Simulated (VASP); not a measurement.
# CuMoH6 (P-6m2) in VASP: notebook, part 2 of 2

VASP 6.6.1. The steps go on from the part before.

### 4 Single point, PBE

Input file INCAR:

```
PREC     = Accurate       # precision mode
ENCUT    = 600            # plane-wave cutoff, eV
EDIFF    = 1E-6           # SCF threshold, eV
ISMEAR   = 0              # smearing method
SIGMA    = 0.1            # smearing width, eV
LREAL    = False          # projectors in reciprocal space
LASPH    = True           # aspherical terms in the spheres
NELM     = 120            # most SCF steps
ALGO     = Normal         # electronic algorithm
ISIF     = 2              # what is computed and relaxed
LWAVE    = False          # write WAVECAR
LCHARG   = False          # write CHGCAR
GGA      = PE             # functional
NBANDS   = 26             # bands
GGA_COMPAT= False
```

Input file KPOINTS:

```
Automatic mesh
0
Gamma
  12 12 10
```

Input file POSCAR:

```
CuMoH6
1.0
    4.2429397363      0.0000000000      0.0000000000
   -2.1214698681      3.6744935984      0.0000000000
    0.0000000000      0.0000000000      4.3200919094
Cu H Mo
1 6 1
Direct
    0.0000000000      0.0000000000      0.0000000000
    0.5597371819      0.4402628181      0.5000000000
    0.5597371819      0.1194743639      0.5000000000
    0.8805256361      0.4402628181      0.5000000000
    0.3333333333      0.6666666667      0.0972099303
    0.3333333333      0.6666666667      0.9027900697
    0.0000000000      0.0000000000      0.5000000000
    0.3333333333      0.6666666667      0.5000000000
```

Potentials or basis: VASP PAW PBE potentials, release 64 (Cu, H, Mo_sv).

On the command line:

```sh
$ cat potpaw_PBE.64/Cu/POTCAR potpaw_PBE.64/H/POTCAR potpaw_PBE.64/Mo_sv/POTCAR > POTCAR
$ mpirun -np 1 vasp_std > vasp.out
```

OUTCAR:

```text
PREC = Accurate
   ENCUT = 600
   EDIFF = 1E-6
   ISMEAR = 0
   LREAL = False
   LASPH = True
   NELM = 120
   ISIF = 2
   GGA = PE

 ion  position               nearest neighbor table
   1  0.000  0.000  0.000-
   2  0.560  0.440  0.500-   8 1.66
   3  0.560  0.119  0.500-   8 1.66
   4  0.881  0.440  0.500-   8 1.66
[... 912 lines left out ...]
  -------------------------------------------------------------------------------------
  Total       -0.1947876     -0.1947876     -0.1645886     -0.0000000     -0.0000000     -0.0000000
  in kB       -4.6335577     -4.6335577     -3.9151919     -0.0000000     -0.0000000     -0.0000000
  external PRESSURE =      -4.3941024 kB  Pullay stress =       0.0000000 kB

 VOLUME and BASIS-vectors are now :
 -----------------------------------------------------------------------------
  energy-cutoff  :      600.00
  volume of cell :       67.35
      direct lattice vectors                 reciprocal lattice vectors
     4.242939736  0.000000000  0.000000000     0.235685648  0.136073172  0.000000000
    -2.121469868  3.674493598  0.000000000     0.000000000  0.272146344  0.000000000
     0.000000000  0.000000000  4.320091909     0.000000000  0.000000000  0.231476557

 POSITION                                       TOTAL-FORCE (eV/Angst)
 -----------------------------------------------------------------------------------
      0.00000      0.00000      0.00000         0.000000      0.000000     -0.000000
      1.44093      1.61774      2.16005         0.004450     -0.002569     -0.000000
      2.12147      0.43901      2.16005         0.000000      0.005139     -0.000000
      2.80201      1.61774      2.16005        -0.004450     -0.002569     -0.000000
     -0.00000      2.44966      0.41996         0.000000      0.000000     -0.005236
     -0.00000      2.44966      3.90014         0.000000      0.000000      0.005236
      0.00000      0.00000      2.16005         0.000000      0.000000     -0.000000
     -0.00000      2.44966      2.16005         0.000000      0.000000     -0.000000
 -----------------------------------------------------------------------------------
    total drift:                                0.000000     -0.000000     -0.000000

  FREE ENERGIE OF THE ION-ELECTRON SYSTEM (eV)
  ---------------------------------------------------
  free  energy   TOTEN  =       -27.8296241379 eV

  energy  without entropy=      -27.8146740308  energy(sigma->0) =      -27.82214908
```

OSZICAR:

```text
N       E                     dE             d eps       ncg     rms          rms(c)
DAV:   1     0.263721034106E+03    0.26372E+03   -0.16856E+04  6506   0.147E+03
DAV:   2    -0.153265475947E+02   -0.27905E+03   -0.25994E+03  6156   0.369E+02
[... 11 lines left out ...]
DAV:  14    -0.278294519446E+02    0.52150E-02   -0.23762E-02  8168   0.289E+00    0.701E-02
DAV:  15    -0.278297578382E+02   -0.30589E-03   -0.24324E-03  6860   0.266E-01    0.102E-01
DAV:  16    -0.278297225574E+02    0.35281E-04   -0.24009E-05  9160   0.621E-02    0.899E-02
DAV:  17    -0.278296160635E+02    0.10649E-03   -0.31775E-04  7268   0.367E-01    0.229E-02
DAV:  18    -0.278296249834E+02   -0.89199E-05   -0.30366E-05  8656   0.924E-02    0.208E-02
DAV:  19    -0.278296241379E+02    0.84554E-06   -0.68697E-07  3434   0.774E-03
   1 F= -.27829624E+02 E0= -.27822149E+02  d E =-.149501E-01
```

Wall time 4.6 min (1 thread of Intel Xeon Platinum 8259CL at 2.50GHz (Skylake/Cascade Lake), shared host); peak memory 0.38 GiB.

What came out:

| Property | Result |
| --- | --- |
| Free energy | -27.8296 eV |
| Pressure | -0.4 GPa |
| Largest force | 0.005 eV/Å |
| Band gap on the k mesh | zero (an odd number of electrons rules out a gap without spin polarisation) |

Forces in eV/Å, atoms in the order of the input:
```
Cu   0.000  0.000  0.000
H    0.004 -0.003  0.000
H    0.000  0.005  0.000
H   -0.004 -0.003  0.000
H    0.000  0.000 -0.005
H    0.000  0.000  0.005
H    0.000  0.000  0.000
Mo   0.000  0.000  0.000
```

### 5 Single point, PBE, collinear spin

Input file INCAR:

```
ALGO = Normal
EDIFF = 1E-6
ENCUT = 600
GGA = PE
GGA_COMPAT = False
ISIF = 2
ISMEAR = 0
ISPIN = 2
LASPH = True
LCHARG = False
LMAXMIX = 4
LORBIT = 11
LREAL = False
LWAVE = False
MAGMOM = 0 0 0 0 0 0 0 1
NBANDS = 30
NELM = 200
PREC = Accurate
SIGMA = 0.1
```

Input file KPOINTS:

```
k-points
0
Gamma
  6 6 4
```

Input file POSCAR:

```
CuMoH6
1.0
    4.2377618035      0.0000000000      0.0000000000
   -2.1188809017      3.6700093770      0.0000000000
    0.0000000000      0.0000000000      4.3278820785
Cu H Mo
1 6 1
Direct
    0.0000000000      0.0000000000      0.0000000000
    0.5591727059      0.4408272941      0.5000000000
    0.5591727059      0.1183454117      0.5000000000
    0.8816545883      0.4408272941      0.5000000000
    0.3333333333      0.6666666667      0.0963426351
    0.3333333333      0.6666666667      0.9036573649
    0.0000000000      0.0000000000      0.5000000000
    0.3333333333      0.6666666667      0.5000000000
```

On the command line:

```sh
$ cat potpaw_PBE.64/Cu/POTCAR potpaw_PBE.64/H/POTCAR potpaw_PBE.64/Mo_sv/POTCAR > POTCAR
$ mpirun -np 1 vasp_std > vasp.out
```

Wall time 2.3 min (1 thread of Intel Xeon Platinum 8259CL at 2.50GHz (Skylake/Cascade Lake), shared host); peak memory 0.29 GiB.

It converged, with:

```
Free energy                                           : -27.8127 eV
Pressure                                              : 0.2 GPa
Largest force                                         : 0.021 eV/Å
Net moment                                            : 0.00 μB per cell
Valence electrons inside the program's atomic spheres : Cu 9.71; H 0.57, 0.61, 0.43 (each value once); Mo 12.67
```

Forces on the atoms (eV/Å):
```
Cu   0.000  0.000  0.000
H   -0.010  0.006  0.000
H    0.000 -0.012  0.000
H    0.010  0.006  0.000
H    0.000  0.000 -0.021
H    0.000  0.000  0.021
H    0.000  0.000  0.000
Mo   0.000  0.000  0.000
```

Stress tensor (GPa, compression positive):
```
0.28 0.00 0.00
0.00 0.28 0.00
0.00 0.00 0.15
```

Levels at points of the mesh, in eV from the Fermi level:
Spin up:
```tsv
k point	band 12	band 13	band 14	band 15	band 16	band 17	band 18	band 19
(0.00, 0.00, 0.00)	-1.87	-1.87	-0.50	0.57	0.57	1.66	3.81	4.41
(0.50, 0.00, 0.00)	-1.74	-1.38	-1.24	-0.31	0.57	2.00	2.81	3.85
(0.00, 0.00, 0.50)	-1.92	-1.57	-1.57	-0.99	0.22	0.22	0.40	5.68
(0.50, 0.00, 0.50)	-1.88	-1.82	-1.72	-1.34	-0.60	-0.36	2.52	3.50
```
Spin down:
```
           k point  band 13  band 14  band 15  band 16  band 17  band 18
(0.00, 0.00, 0.00)    -1.87    -0.50     0.57     0.57     1.66     3.81
(0.50, 0.00, 0.00)    -1.38    -1.24    -0.31     0.57     2.00     2.81
(0.00, 0.00, 0.50)    -1.57    -1.57    -0.99     0.22     0.22     0.40
(0.50, 0.00, 0.50)    -1.82    -1.72    -1.34    -0.60    -0.36     2.52
```

Caveat: the k points lie up to 0.36 Å⁻¹ apart.

### 6 The runs side by side

| task | spin | cell | k mesh | gap on the mesh (eV) | pressure (GPa) | largest force (eV/Å) |
| --- | --- | --- | --- | --- | --- | --- |
| single point | off | a = 4.238, b = 4.238, c = 4.328 Å, angles 90.0, 90.0, 120.0°, 8 atoms, atomic positions A | 6 × 6 × 4 | none | 0.2 | 0.02 |
| relaxation of cell and atoms | off | relaxed from a = 3.740, b = 3.740, c = 5.544 Å, angles 90.0, 90.0, 120.0°, 8 atoms, atomic positions B | 6 × 6 × 4 | none | 0.0 | 0.03 |
| single point | off | a = 4.243, b = 4.243, c = 4.320 Å, angles 90.0, 90.0, 120.0°, 8 atoms, atomic positions A | 12 × 12 × 10 | none | -0.4 | 0.01 |
| single point | collinear | a = 4.238, b = 4.238, c = 4.328 Å, angles 90.0, 90.0, 120.0°, 8 atoms, atomic positions A | 6 × 6 × 4 | none | 0.2 | 0.02 |

Alike in all rows: level PBE; potentials or basis VASP PAW PBE potentials, release 64 (Cu, H, Mo_sv); cutoff (eV) 600; smearing gaussian 0.1 eV.

Caveats: some runs use coarse meshes; a cell axis changed by over 15 % at a fixed basis, so the end point is rough (at least some runs).

Total energies depend on the potentials used, so only differences within one code and one set of settings carry meaning.
